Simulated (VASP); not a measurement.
# MnS (F-43m) in VASP: single point with PBE+U

Aim: the single point of MnS with PBE+U.

All numbers are computed with VASP 6.6.1; they aren't measurements. Logs are shortened: lines on timing, memory, paths and dates and some standing lists are left out, and cuts for length are marked.

## Step 1: The cell of the first run

It takes space group F-43m (No. 216, cubic). The conventional cell has a = 5.600 Å, b = 5.600 Å, c = 5.600 Å, α = 90.00°, β = 90.00°, γ = 90.00°. Within 3.2 Å of Mn (site symmetry -43m) lie 4 S at 2.42 Å. Within 3.2 Å of S (site symmetry -43m) lie 4 Mn at 2.42 Å.

## Step 2: Single point, PBE+U, collinear spin, ferromagnetic start

INCAR

```
PREC     = Accurate       # precision mode
ENCUT    = 520            # plane-wave cutoff, eV
EDIFF    = 1E-7           # SCF threshold, eV
ISMEAR   = 1              # smearing method
SIGMA    = 0.1            # smearing width, eV
LREAL    = False          # projectors in reciprocal space
LASPH    = True           # aspherical terms in the spheres
NELM     = 150            # most SCF steps
ALGO     = Normal         # electronic algorithm
ISIF     = 2              # what is computed and relaxed
LWAVE    = False          # write WAVECAR
LCHARG   = False          # write CHGCAR
ISPIN    = 2              # spin polarisation
MAGMOM   = 4.57 0.14      # initial moments
LORBIT   = 11             # projections on sites
LMAXMIX  = 4              # l up to which the mixer works
LDAU     = True           # DFT+U
LDAUTYPE = 1            
LDAUL    = 2 -1           # shell
LDAUU    = 3.4 0          # U, eV
LDAUJ    = 0.51 0       
LDAUPRINT= 1            
GGA      = PE             # functional
NBANDS   = 20             # bands
```

KPOINTS

```
Automatic mesh
0
Gamma
  4 4 4
```

POSCAR

```
MnS
1.0
    0.0000000000      2.8000000000      2.8000000000
    2.8000000000      0.0000000000      2.8000000000
    2.8000000000      2.8000000000      0.0000000000
Mn S
1 1
Direct
    0.5220000000      0.0890000000      0.9550000000
    1.2720000000      0.8390000000      1.7050000000
```

Potentials or basis: VASP PAW PBE potentials, release 64 (Mn_pv, S).

Launch:

```bash
$ cat potpaw_PBE.64/Mn_pv/POTCAR potpaw_PBE.64/S/POTCAR > POTCAR
$ mpirun -np 1 vasp_std > vasp.out
```

OUTCAR:

```text
PREC = Accurate
   ENCUT = 520
   EDIFF = 1E-7
   ISMEAR = 1
   LREAL = False
   LASPH = True
   NELM = 150
   ISIF = 2
   ISPIN = 2
   LORBIT = 11
   GGA = PE

 ion  position               nearest neighbor table
   1  0.522  0.089  0.955-   2 2.42   2 2.42   2 2.42   2 2.42
   2  0.272  0.839  0.705-   1 2.42   1 2.42   1 2.42   1 2.42

  LATTYP: Found a face centered cubic cell.
 ALAT       =     5.6000000000

  Lattice vectors:

 A1 = (   0.0000000000,   2.8000000000,   2.8000000000)
 A2 = (   2.8000000000,   0.0000000000,   2.8000000000)
 A3 = (   2.8000000000,   2.8000000000,   0.0000000000)

Analysis of symmetry for initial positions (statically):
=====================================================================
 Subroutine PRICEL returns:
 Original cell was already a primitive cell.

 Routine SETGRP: Setting up the symmetry group for a
 face centered cubic supercell.

 Subroutine GETGRP returns: Found 24 space group operations
 (whereof  1 operations were pure point group operations)
 out of a pool of 48 trial point group operations.

The static configuration has the point symmetry C_1 .
 The point group associated with its full space group is T_d .

Analysis of symmetry for dynamics (positions and initial velocities):
=====================================================================
 Subroutine PRICEL returns:
 Original cell was already a primitive cell.

 Routine SETGRP: Setting up the symmetry group for a
 face centered cubic supercell.

 Subroutine GETGRP returns: Found 24 space group operations
 (whereof  1 operations were pure point group operations)
 out of a pool of 48 trial point group operations.

The dynamic configuration has the point symmetry C_1 .
 The point group associated with its full space group is T_d .

Analysis of structural, dynamic, and magnetic symmetry:
=====================================================================
 Subroutine PRICEL returns:
 Original cell was already a primitive cell.

 Routine SETGRP: Setting up the symmetry group for a
 face centered cubic supercell.

 Subroutine GETGRP returns: Found 24 space group operations
 (whereof  1 operations were pure point group operations)
 out of a pool of 48 trial point group operations.

The overall configuration has the point symmetry C_1 .
 The point group associated with its full space group is T_d .
[... 152 lines left out ...]
  o =  0.9286  v =  0.0000  0.0000  0.4483 -0.0000  0.8939  0.0000  0.0000  0.0000  0.0000  0.0000      0.0000  0.0000  0.0000  0.0000  0.0000  0.0000  0.0000  0.0000  0.0000  0.0000
  o =  0.9286  v =  0.0000  0.0000  0.8939 -0.0000 -0.4483  0.0000  0.0000  0.0000  0.0000  0.0000      0.0000  0.0000  0.0000  0.0000  0.0000  0.0000  0.0000  0.0000  0.0000  0.0000
  o =  0.9353  v =  1.0000  0.0000  0.0000  0.0000  0.0000  0.0000  0.0000  0.0000  0.0000  0.0000      0.0000  0.0000  0.0000  0.0000  0.0000  0.0000  0.0000  0.0000  0.0000  0.0000
  o =  0.9353  v =  0.0000 -0.1851 -0.0000 -0.9827  0.0000  0.0000  0.0000  0.0000  0.0000  0.0000      0.0000  0.0000  0.0000  0.0000  0.0000  0.0000  0.0000  0.0000  0.0000  0.0000
  o =  0.9353  v =  0.0000 -0.9827  0.0000  0.1851 -0.0000  0.0000  0.0000  0.0000  0.0000  0.0000      0.0000  0.0000  0.0000  0.0000  0.0000  0.0000  0.0000  0.0000  0.0000  0.0000

 number of electron      19.0000002 magnetization       5.0000028

 Free energy of the ion-electron system (eV)
  ---------------------------------------------------
  ext. energy  EPLUGINS =         0.00000000
  ---------------------------------------------------
  free energy    TOTEN  =       -13.18669123 eV

  energy without entropy =      -13.18682712  energy(sigma->0) =      -13.18673653

 E-fermi :   4.4471     XC(G=0):  -9.2850

 val. band max:        4.3629150658   @ k =   0.0000   0.0000   0.0000
 cond. band min:       5.1665303027   @ k =   0.5000   0.5000   0.0000
 fundamental gap:      0.8036152369
 Fermi energy:         4.4471021567

 spin component 1

 k-point     1 :       0.0000    0.0000    0.0000
  band No.  band energies     occupation
      1     -46.3331      1.00000
      2     -46.3331      1.00000
      3     -46.3331      1.00000
      4      -9.2247      1.00000
      5      -1.1186      1.00000
      6      -1.1186      1.00000
[... 160 lines left out ...]
      6      -0.6455      1.00000
[... 12 lines left out ...]
     19      17.3336      0.00000
     20      17.7981      0.00000
 Fermi energy:         4.4471021567

 spin component 2

 k-point     1 :       0.0000    0.0000    0.0000
  band No.  band energies     occupation
      1     -41.5345      1.00000
      2     -41.5345      1.00000
      3     -41.5345      1.00000
      4      -8.9673      1.00000
      5       1.5778      1.00000
      6       1.5778      1.00000
[... 173 lines left out ...]
     19      18.1032      0.00000
     20      18.3614      0.00000

------------------------ aborting loop because EDIFF is reached ----------------------------------------

  FORCE on cell =-STRESS in cart. coord.  units (eV):
  Direction    XX          YY          ZZ          XY          YZ          ZX
  --------------------------------------------------------------------------------------
  -------------------------------------------------------------------------------------
  Total        1.2367368      1.2367368      1.2367368     -0.0000000      0.0000000      0.0000000
  in kB       45.1319175     45.1319175     45.1319175     -0.0000000      0.0000000      0.0000000
  external PRESSURE =      45.1319175 kB  Pullay stress =       0.0000000 kB

 VOLUME and BASIS-vectors are now :
 -----------------------------------------------------------------------------
  energy-cutoff  :      520.00
  volume of cell :       43.90
      direct lattice vectors                 reciprocal lattice vectors
     0.000000000  2.800000000  2.800000000    -0.178571429  0.178571429  0.178571429
     2.800000000  0.000000000  2.800000000     0.178571429 -0.178571429  0.178571429
     2.800000000  2.800000000  0.000000000     0.178571429  0.178571429 -0.178571429

 POSITION                                       TOTAL-FORCE (eV/Angst)
 -----------------------------------------------------------------------------------
      2.92320      4.13560      1.71080        -0.000000     -0.000000     -0.000000
      4.32320      2.73560      3.11080         0.000000      0.000000      0.000000
 -----------------------------------------------------------------------------------
    total drift:                                0.000033      0.000027      0.000038

  FREE ENERGIE OF THE ION-ELECTRON SYSTEM (eV)
  ---------------------------------------------------
  free  energy   TOTEN  =       -13.1866912344 eV

  energy  without entropy=      -13.1868271228  energy(sigma->0) =      -13.18673653

 total charge

# of ion       s       p       d       tot
------------------------------------------
    1        0.263   6.218   4.883  11.364
    2        1.310   2.488   0.000   3.798
--------------------------------------------------
tot          1.574   8.706   4.883  15.163

 magnetization (x)

# of ion       s       p       d       tot
------------------------------------------
    1        0.047   0.062   4.415   4.524
    2        0.007   0.045   0.000   0.051
--------------------------------------------------
tot          0.053   0.107   4.415   4.576
```

OSZICAR:

```text
N       E                     dE             d eps       ncg     rms          rms(c)
DAV:   1     0.155453276521E+03    0.15545E+03   -0.10138E+04   640   0.939E+02
DAV:   2    -0.499334231046E+01   -0.16045E+03   -0.14988E+03   660   0.276E+02
DAV:   3    -0.132862960254E+02   -0.82930E+01   -0.82166E+01   744   0.692E+01
DAV:   4    -0.133897912411E+02   -0.10350E+00   -0.10343E+00   720   0.786E+00
DAV:   5    -0.133915344080E+02   -0.17432E-02   -0.17431E-02   728   0.109E+00    0.106E+01
DAV:   6    -0.128848225710E+02    0.50671E+00   -0.55732E+00   724   0.262E+01    0.107E+01
DAV:   7    -0.131191528295E+02   -0.23433E+00   -0.72996E-01   708   0.716E+00    0.670E+00
DAV:   8    -0.131787426347E+02   -0.59590E-01   -0.74313E-02   692   0.256E+00    0.345E+00
DAV:   9    -0.131842059404E+02   -0.54633E-02   -0.12637E-02   696   0.104E+00    0.362E-01
DAV:  10    -0.131861340491E+02   -0.19281E-02   -0.40697E-03   680   0.727E-01    0.252E-01
DAV:  11    -0.131865403546E+02   -0.40631E-03   -0.26368E-04   704   0.163E-01    0.123E-01
DAV:  12    -0.131866196295E+02   -0.79275E-04   -0.11139E-04   676   0.815E-02    0.903E-02
DAV:  13    -0.131866907150E+02   -0.71085E-04   -0.54918E-05   668   0.542E-02    0.299E-02
DAV:  14    -0.131866899990E+02    0.71599E-06   -0.84451E-06   748   0.183E-02    0.768E-03
DAV:  15    -0.131866905344E+02   -0.53546E-06   -0.13144E-06   716   0.755E-03    0.379E-03
DAV:  16    -0.131866910475E+02   -0.51311E-06   -0.32217E-07   652   0.478E-03    0.165E-03
DAV:  17    -0.131866911712E+02   -0.12362E-06   -0.13982E-07   664   0.278E-03    0.841E-04
DAV:  18    -0.131866912344E+02   -0.63229E-07   -0.15312E-08   508   0.970E-04
   1 F= -.13186691E+02 E0= -.13186737E+02  d E =0.135888E-03  mag=     5.0000
```

stdout:

```text
POSCAR found type information on POSCAR MnS
 POSCAR found :  2 types and       2 ions
 scaLAPACK will be used
 LDA part: xc-table for (Slater+PW92), standard interpolation
 POSCAR, INCAR and KPOINTS ok, starting setup
 FFT: planning ... GRIDC
 FFT: planning ... GRID_SOFT
 FFT: planning ... GRID
 WAVECAR not read
 entering main loop
```

Run time: 18 s. Hardware: 1 thread of AMD EPYC 9R45 (Zen 5), shared host; peak memory 0.15 GiB.

Results:

```
Free energy                                           : -13.1867 eV
Pressure                                              : 4.5 GPa
Band gap on the k mesh                                : 0.80 eV, indirect (least direct gap 1.19 eV)
Net moment                                            : 5.00 μB per cell
Site moments                                          : Mn +4.52; S +0.05 μB
Valence electrons inside the program's atomic spheres : Mn 11.36; S 3.80
```

Eigenvalues of the final occupation matrices:
```csv
site,spin,trace,eigenvalues
site 1 d,1,4.66,0.93 0.93 0.94 0.94 0.94
site 1 d,2,0.24,0.02 0.02 0.07 0.07 0.07
```

Caveat: the k points lie up to 0.49 Å⁻¹ apart; a cell with one magnetic atom can't hold antiferromagnetic order, which such compounds often take. The state reached can hang on the start; a lower one may exist.
